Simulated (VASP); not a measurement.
A run of VASP 6.6.1 is set up as follows.

File INCAR:

```
SYSTEM = Rb
PREC = Accurate ; ENCUT = 400
EDIFF = 1E-6 ; ISMEAR = 0
SIGMA = 0.1 ; LREAL = .FALSE.
LASPH = .TRUE. ; NELM = 120
ALGO = Normal ; ISIF = 2
LWAVE = .FALSE. ; LCHARG = .TRUE.
GGA = PE ; LELF = .TRUE.
LVHAR = .TRUE. ; NBANDS = 16
GGA_COMPAT = .FALSE.
```

File KPOINTS:

```
regular mesh
0
G
  4 4 4
  0 0 0
```

File POSCAR:

```
Rb
1.0
    0.0000000000      5.2070240000      5.2070240000
    5.2070240000      0.0000000000      5.2070240000
    5.2070240000      5.2070240000      0.0000000000
Rb
2
Direct
    0.7500000000      0.7500000000      0.7500000000
    0.2500000000      0.2500000000      0.2500000000
```

Potentials or basis: VASP PAW PBE potentials, release 64 (Rb_sv).

Command:

```bash
$ cat potpaw_PBE.64/Rb_sv/POTCAR > POTCAR
$ mpirun -np 1 vasp_std > vasp.out
```

Estimate the band gap on the k mesh.

zero (bands 9 and 10 overlap by 0.54 eV).

Estimate the pressure.

-0.4 GPa.
